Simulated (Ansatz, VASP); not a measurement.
**One calculation of Al, two programs**

```
Al
1.0
     2.82708    0.00000    0.00000
    -1.41354    2.44832    0.00000
     0.00000    0.00000    9.18599
Al
4
Direct
  0.00000 0.00000 0.00000
  0.33333 0.66667 0.25000
  0.00000 0.00000 0.50000
  0.66667 0.33333 0.75000
```

Alike in both runs: task relaxation of cell and atoms; functional LDA; k mesh 18 × 18 × 6; occupations gaussian, width 0.1 eV; no spin polarisation.

|  | VASP | Ansatz |
| --- | --- | --- |
| version | VASP 6.6.1 | Ansatz 0.2.0 |
| potentials or method | VASP PAW LDA potentials, release 64 (Al), cutoff 600 eV | scalar-relativistic, plane waves, PAW |
| valence electrons in the cell | 12 | 12 |

|  | VASP | Ansatz | Ansatz less VASP |
| --- | --- | --- | --- |
| gap on the k mesh at the Fermi level, each at its own relaxed structure (eV) | none | none | - |
| relaxed volume (Å³/atom) | 15.88 | 15.86 | -0.015 |
| relaxed cell length with the largest relative difference (Å) | 9.254 | 9.248 | -0.0063 |

LDA's correlation is that of Perdew and Zunger in VASP and of Perdew and Wang (1992) in Ansatz. A gap of «none» marks a metal or a gap that the smearing closes.
